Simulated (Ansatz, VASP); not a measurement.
**One calculation of Sn2Se, two programs**

```
Sn Se
1.0
     4.97220    0.00000    0.00000
    -2.48610    4.30606    0.00000
     0.00000    0.00000    3.89344
Sn Se
2 1
Direct
  0.33333 0.66667 0.50000
  0.66667 0.33333 0.50000
  0.00000 0.00000 0.00000
```

Change from the starting cell: species swapped into the YSi2 type (P6/mmm, No. 191).

Alike in both runs: functional PBE; k mesh 6 × 6 × 4; occupations gaussian, width 0.1 eV; no spin polarisation.

Ansatz relaxed the structure, and its values are those at the end. VASP's run is a single point on that final structure, the one shown.

```csv
,VASP,Ansatz
version,VASP 6.6.1,Ansatz 0.2.0
potentials or method,"VASP PAW PBE potentials, release 64 (Sn_d, Se), cutoff 520 eV","scalar-relativistic, plane waves, PAW"
valence electrons in the cell,34,44
```

```tsv
	VASP	Ansatz	Ansatz less VASP
gap on the k mesh at the Fermi level (eV)	none	none	-
pressure (GPa)	-0.1	-0.1	+0.03
```

A gap of «none» marks a metal or a gap that the smearing closes. The functional is the same, so the differences come from potentials, cutoffs and numerics. VASP's potentials hold 34 valence electrons a cell and Ansatz's 44, so a difference there can come from the potentials and not from the codes.

The k mesh is coarse, so the values compare programs but aren't converged.
